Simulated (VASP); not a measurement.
# RbH3 (P1) in VASP: single point with r2SCAN

Aim: the single point of RbH3 with r2SCAN.

All numbers are computed with VASP 6.6.1; they aren't measurements. Logs are shortened: lines on timing, memory, paths and dates and some standing lists are left out, and cuts for length are marked.

### 1 The cell of the first run

The typed cell holds 8 atoms: a = 5.566 Å, b = 5.652 Å, c = 5.927 Å, α = 119.36°, β = 117.56°, γ = 60.35°.

### 2 Single point, r2SCAN

Contents of POSCAR:

```
RbH3
1.0
    2.7764352600      4.8241879400      0.0256533000
   -2.8617474000      4.8734424400     -0.0587178700
    0.1031723100     -3.2494528700      4.9554728400
Rb H
2 6
Direct
    0.9929980000      0.0028040000      0.9946450000
    0.4980170000      0.4981990000      0.4864190000
    0.8634380000      0.6161800000      0.7403730000
    0.2686910000      0.8710750000      0.7477930000
    0.6069800000      0.2537440000      0.7501640000
    0.1103420000      0.3826480000      0.2397160000
    0.7432960000      0.1036710000      0.2118540000
    0.3619030000      0.7640010000      0.2528580000
```

Contents of INCAR.step1:

```
  PREC = Accurate
  ENCUT = 520
  ISMEAR = -5
  SIGMA = 0.1
  LREAL = F
  LASPH = T
  NELM = 100
  NBANDS = 22
  GGA = PE
  ALGO = Normal
  EDIFF = 1E-4
  LWAVE = T
  LCHARG = F
```

Contents of INCAR.step2:

```
  PREC = Accurate
  ENCUT = 520
  EDIFF = 1E-7
  ISMEAR = -1
  SIGMA = 0.1
  LREAL = F
  LASPH = T
  NELM = 100
  ALGO = Normal
  ISIF = 2
  LWAVE = F
  LCHARG = F
  METAGGA = R2SCAN
  LMIXTAU = T
  LORBIT = 10
  NBANDS = 22
  ISTART = 1
```

Contents of KPOINTS:

```
Automatic mesh
0
Gamma
  4 4 4
```

Potentials or basis: VASP PAW PBE potentials, release 64 (Rb_sv, H).

The run is started by

```console
$ cat potpaw_PBE.64/Rb_sv/POTCAR potpaw_PBE.64/H/POTCAR > POTCAR
$ cp INCAR.step1 INCAR
$ mpirun -np 1 vasp_std > vasp.out
$ cp INCAR.step2 INCAR
$ mpirun -np 1 vasp_std > vasp.out
```

OUTCAR:

```text
PREC = Accurate
   ENCUT = 520
   EDIFF = 1E-7
   ISMEAR = -1
   LREAL = F
   LASPH = T
   NELM = 100
   ISIF = 2
   METAGGA = R2SCAN
   LORBIT = 10
   ISTART = 1

 ion  position               nearest neighbor table
   1  0.993  0.003  0.995-   7 2.02   6 2.14   8 2.18   5 2.20   3 2.21   4 2.22   2 3.97   2 4.05
                             2 4.06   2 4.07   2 4.14   2 4.18
   2  0.498  0.498  0.486-   3 2.09   4 2.11   8 2.17   6 2.18   7 2.23   5 2.27   1 3.97   1 4.05
                             1 4.06   1 4.07   1 4.14   1 4.18
   3  0.863  0.616  0.740-   2 2.09   1 2.21
   4  0.269  0.871  0.748-   2 2.11   1 2.22
   5  0.607  0.254  0.750-   1 2.20   2 2.27
   6  0.110  0.383  0.240-   1 2.14   2 2.18
   7  0.743  0.104  0.212-   1 2.02   2 2.23
   8  0.362  0.764  0.253-   2 2.17   1 2.18

  LATTYP: Found a triclinic cell.
 ALAT       =     5.6518569679
 B/A-ratio  =     0.9848358365
 C/A-ratio  =     1.0351001997
 COS(alpha) =     0.0092448729
 COS(beta)  =     0.4694200487
 COS(gamma) =     0.4947199393

  Lattice vectors:

 A1 = (   2.8617474000,  -4.8734424400,   0.0587178700)
 A2 = (  -2.7764352600,  -4.8241879400,  -0.0256533000)
 A3 = (   2.7585750900,  -1.6239895700,  -4.8967549700)

Analysis of symmetry for initial positions (statically):
=====================================================================
 Subroutine PRICEL returns:
 Original cell was already a primitive cell.

 Routine SETGRP: Setting up the symmetry group for a
 triclinic supercell.

 Subroutine GETGRP returns: Found  1 space group operations
 (whereof  1 operations were pure point group operations)
 out of a pool of  2 trial point group operations.

The static configuration has the point symmetry C_1 .

Analysis of symmetry for dynamics (positions and initial velocities):
=====================================================================
 Subroutine PRICEL returns:
 Original cell was already a primitive cell.

 Routine SETGRP: Setting up the symmetry group for a
 triclinic supercell.

 Subroutine GETGRP returns: Found  1 space group operations
 (whereof  1 operations were pure point group operations)
 out of a pool of  2 trial point group operations.

The dynamic configuration has the point symmetry C_1 .

 Subroutine INISYM returns: Found  1 space group operations
 (whereof  1 operations are pure point group operations),
 and found     1 'primitive' translations

----------------------------------------------------------------------------------------

[... 123 lines left out ...]
     AMIX     =   0.40;   BMIX     =  1.00
     AMIX_MAG =   1.60;   BMIX_MAG =  1.00
  volume/ion in A,a.u.               =      16.89       113.99
  Fermi-wavevector in a.u.,A,eV,Ry     =   0.920223  1.738969 11.521553  0.846810
  Thomas-Fermi vector in A             =   2.045504
   LORBIT       =     10    0 simple, 1 ext, 2 COOP (PROOUT), +10 PAW based schemes
   METAGGA = R2SCAN    functional components
   LHFCALC =     F    Hartree Fock is set to
   AEXX    =    0.0000 exact exchange contribution
   IVDW    =     0    specifies the selected vdW correction
   LEPSILON=     F    determine dielectric tensor
   LRPA    =     F    only Hartree local field effects (RPA)
 non-spin polarized calculation
  energy-cutoff  :      520.00
  volume of cell :      135.13
 maximum number of plane-waves:      3659
 NGX is ok and might be reduce to    42

 number of electron      24.0000000 magnetization

 Free energy of the ion-electron system (eV)
  ---------------------------------------------------
  ext. energy  EPLUGINS =         0.00000000
  ---------------------------------------------------
  free energy    TOTEN  =       -35.86680972 eV

  energy without entropy =      -35.73806914  energy(sigma->0) =      -35.80243943

 E-fermi :  -2.1205     XC(G=0):  -7.4226

 val. band max:       -2.1239729444   @ k =   0.2500   0.5000   0.0000
 cond. band min:      -2.1053811760   @ k =   0.2500  -0.0000   0.5000
 fundamental gap:      0.0185917684
 Fermi energy:        -2.1204735619

 k-point     1 :       0.0000    0.0000    0.0000
  band No.  band energies     occupation
      1     -28.6340      2.00000
      2     -28.5205      2.00000
      3     -12.8960      2.00000
      4     -12.8156      2.00000
      5     -12.6407      2.00000
      6     -12.1400      2.00000
[... 589 lines left out ...]
     21       7.1883      0.00000
     22       7.4861      0.00000

 [... further k-points ...]

------------------------ aborting loop because EDIFF is reached ----------------------------------------

  FORCE on cell =-STRESS in cart. coord.  units (eV):
  Direction    XX          YY          ZZ          XY          YZ          ZX
  --------------------------------------------------------------------------------------
  -------------------------------------------------------------------------------------
  Total        5.0221244      5.1489436      4.8009261      0.1554414     -0.0056357     -0.0504601
  in kB       59.5444747     61.0480988     56.9218526      1.8429805     -0.0668188     -0.5982763
  external PRESSURE =      59.1714754 kB  Pullay stress =       0.0000000 kB

 VOLUME and BASIS-vectors are now :
 -----------------------------------------------------------------------------
  energy-cutoff  :      520.00
  volume of cell :      135.13
      direct lattice vectors                 reciprocal lattice vectors
     2.776435260  4.824187940  0.025653300     0.177304417  0.104899702  0.065094441
    -2.861747400  4.873442440 -0.058717870    -0.177527021  0.101796424  0.070447072
     0.103172310 -3.249452870  4.955472840    -0.003021397  0.000663155  0.202294846

 POSITION                                       TOTAL-FORCE (eV/Angst)
 -----------------------------------------------------------------------------------
      2.85159      1.57202      4.95425         0.480087      0.410692     -0.667831
      0.00718      3.24988      2.39396         0.392780     -0.494151     -0.269315
      0.71031      4.76250      3.65487         0.535396      0.262181      0.214848
     -1.66964      3.11143      3.66141        -0.581959      0.239968      0.380497
      1.03649      1.72717      3.71809        -0.285232     -0.320286     -0.094513
     -0.76395      1.61818      1.16827        -0.499895      0.200390      0.136761
      1.78889      3.40262      1.06282        -0.205561     -0.826398      0.347697
     -1.15549      4.64755      1.21745         0.164385      0.527603     -0.048143
 -----------------------------------------------------------------------------------
    total drift:                               -0.000039      0.000043      0.000027

  FREE ENERGIE OF THE ION-ELECTRON SYSTEM (eV)
  ---------------------------------------------------
  free  energy   TOTEN  =       -35.8668097239 eV

  energy  without entropy=      -35.7380691401  energy(sigma->0) =      -35.80243943

 total charge

# of ion       s       p       d       tot
------------------------------------------
    1        1.991   5.265   0.156   7.412
    2        1.990   5.271   0.149   7.410
    3        0.462   0.003   0.000   0.465
    4        0.458   0.003   0.000   0.462
    5        0.455   0.002   0.000   0.457
    6        0.461   0.003   0.000   0.464
    7        0.465   0.004   0.000   0.468
    8        0.462   0.003   0.000   0.465
--------------------------------------------------
tot          6.744  10.554   0.304  17.602
```

OSZICAR.step1:

```text
N       E                     dE             d eps       ncg     rms          rms(c)
DAV:   1     0.108896703595E+03    0.10890E+03   -0.99495E+03  1584   0.916E+02
DAV:   2    -0.822791676692E+00   -0.10972E+03   -0.10651E+03  2204   0.173E+02
DAV:   3    -0.102383810657E+02   -0.94156E+01   -0.92954E+01  2266   0.465E+01
DAV:   4    -0.107145955493E+02   -0.47621E+00   -0.47475E+00  2388   0.795E+00
DAV:   5    -0.107196363044E+02   -0.50408E-02   -0.50394E-02  2104   0.866E-01    0.106E+01
DAV:   6    -0.101475737737E+02    0.57206E+00   -0.52522E-01  1824   0.343E+00    0.688E+00
DAV:   7    -0.100798970347E+02    0.67677E-01   -0.13403E+00  1952   0.355E+00    0.329E+00
DAV:   8    -0.100418476057E+02    0.38049E-01   -0.61742E-01  2364   0.147E+00    0.120E+00
DAV:   9    -0.100394340162E+02    0.24136E-02   -0.12024E-01  1914   0.771E-01    0.874E-01
DAV:  10    -0.100416364765E+02   -0.22025E-02   -0.32695E-02  2038   0.607E-01    0.240E-01
DAV:  11    -0.100425466189E+02   -0.91014E-03   -0.64954E-03  2104   0.210E-01    0.146E-01
DAV:  12    -0.100431630707E+02   -0.61645E-03   -0.19126E-03  1620   0.977E-02    0.861E-02
DAV:  13    -0.100436620531E+02   -0.49898E-03   -0.78725E-04  1470   0.101E-01    0.430E-02
DAV:  14    -0.100438112507E+02   -0.14920E-03   -0.11727E-04  1662   0.353E-02    0.160E-02
DAV:  15    -0.100438752788E+02   -0.64028E-04   -0.30149E-05   960   0.215E-02
   1 F= -.10043875E+02 E0= -.10043875E+02  d E =0.000000E+00
```

Wall time 5.2 min (1 thread of Intel Xeon Platinum 8488C (Sapphire Rapids), shared host); peak memory 0.34 GiB.

Results:

```yaml
Free_energy: -35.8668 eV
Pressure: 5.9 GPa
Largest_force: 0.920 eV/Å
Band_gap_on_the_k_mesh: zero (bands 12 and 13 overlap by 1.36 eV)
Valence_electrons_inside_the_program's_atomic_spheres: Rb 7.41; H 0.47, 0.46 (each value once)
```

Forces in eV/Å, atoms in the order of the input:
```
Rb   0.480  0.411 -0.668
Rb   0.393 -0.494 -0.269
H    0.535  0.262  0.215
H   -0.582  0.240  0.380
H   -0.285 -0.320 -0.095
H   -0.500  0.200  0.137
H   -0.206 -0.826  0.348
H    0.164  0.528 -0.048
```

Caveat: the cell stands under pressure; the PAW data sets were made with another functional, which shifts forces and pressure a little.
